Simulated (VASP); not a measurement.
Here is a VASP 6.6.1 calculation.

INCAR

```
SYSTEM = GaBTe3
  ALGO = Normal
  EDIFF = 1E-7
  ENCUT = 520
  GGA = PE
  ISIF = 2
  ISMEAR = 0
  LASPH = .TRUE.
  LCHARG = .FALSE.
  LREAL = .FALSE.
  LWAVE = .FALSE.
  NBANDS = 25
  NELM = 80
  PREC = Accurate
  SIGMA = 0.1
```

The input KPOINTS:

```
k-points
0
G
  8 8 6
  0 0 0
```

POSCAR

```
GaBTe3
1.0
    4.5803082477      0.0000000000      0.0000000000
    0.0000000000      4.5803082477      0.0000000000
    0.0000000000      0.0000000000      8.5391565799
Ga B Te
1 1 3
Direct
    0.0000000000      0.0000000000      0.8608857057
    0.0000000000      0.0000000000      0.2693267274
    0.0000000000      0.5000000000      0.1343378259
    0.5000000000      0.0000000000      0.1343378259
    0.0000000000      0.0000000000      0.5182231152
```

Potentials or basis: VASP PAW PBE potentials, release 64 (Ga_d, B, Te).

Launch:

```sh
$ cat potpaw_PBE.64/Ga_d/POTCAR potpaw_PBE.64/B/POTCAR potpaw_PBE.64/Te/POTCAR > POTCAR
$ mpirun -np 1 vasp_std > vasp.out
```

Q: Estimate the largest force.

A: 0.041 eV/Å.

Q: Estimate the pressure.

A: 0.0 GPa.

Q: What does it give for the band gap on the k mesh?

A: Zero (bands 17 and 18 overlap by 2.04 eV).

Forces on the atoms (eV/Å):
```
Ga   0.000  0.000  0.001
B    0.000  0.000 -0.041
Te   0.000  0.000  0.000
Te   0.000  0.000  0.000
Te   0.000  0.000  0.040
```

Caveat: spin-orbit coupling is left out, which moves the levels of the heavy elements.
